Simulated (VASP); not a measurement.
Wanted: the native input for a VASP 6.6.1 run.

* Task: relaxation of cell and atoms
* Functional: PBE
* Potentials or basis: VASP PAW PBE potentials, release 64 (H, Os)
* Cutoff: 600 eV
* k mesh: 24 × 24 × 24
* Occupations: gaussian, width 0.1 eV
* Spin: no spin polarisation
* Dipole correction: no
* Further INCAR settings: ALGO = Normal; EDIFF = 1e-07; IBRION = 2; EDIFFG = -0.01; NSW = 100; ISIF = 3

The structure of HOs lies in POSCAR:

```
HOs
1.0
    0.0000000000      2.0218347884      2.0218347884
    2.0218347884      0.0000000000      2.0218347884
    2.0218347884      2.0218347884      0.0000000000
H Os
1 1
Direct
    0.0000000000      0.0000000000      0.0000000000
    0.5000000000      0.5000000000      0.5000000000
```

One way to write it, as run:

INCAR

```
PREC = Accurate
ENCUT = 600
EDIFF = 1E-7
ISMEAR = 0
SIGMA = 0.1
LREAL = F
LASPH = T
NELM = 60
ALGO = Normal
ISIF = 3
LWAVE = F
LCHARG = F
GGA = PE
IBRION = 2
NSW = 100
EDIFFG = -0.01
```

KPOINTS

```
Automatic mesh
0
Gamma
  24 24 24
```

Potentials or basis: VASP PAW PBE potentials, release 64 (H, Os).

Run with:

```console
$ cat potpaw_PBE.64/H/POTCAR potpaw_PBE.64/Os/POTCAR > POTCAR
$ mpirun -np 1 vasp_std > vasp.out
```

Results of the run:

```json
{"Relaxed volume": "8.28 Å³/atom", "Relaxed cell": "a = 2.861 Å, b = 2.861 Å, c = 2.861 Å, α = 60.00°, β = 60.00°, γ = 60.00°", "Space group after relaxing (to 0.1 Å)": "Fm-3m (No. 225)", "Energy gained by relaxing": "0.0 meV/atom", "Ionic steps": "3", "Pressure after relaxing": "0.0 GPa", "Band gap on the k mesh": "zero (an odd number of electrons rules out a gap without spin polarisation)"}
```

Caveat: spin-orbit coupling is left out, which moves the levels of the heavy elements; an odd number of electrons without spin polarisation forces a metal; a magnetic or distorted state may lie lower.

Run time: 51 s on 1 thread of Intel(R) Xeon(R) 6975P-C (Granite Rapids), with other jobs on the host, peak memory 0.21 GiB.
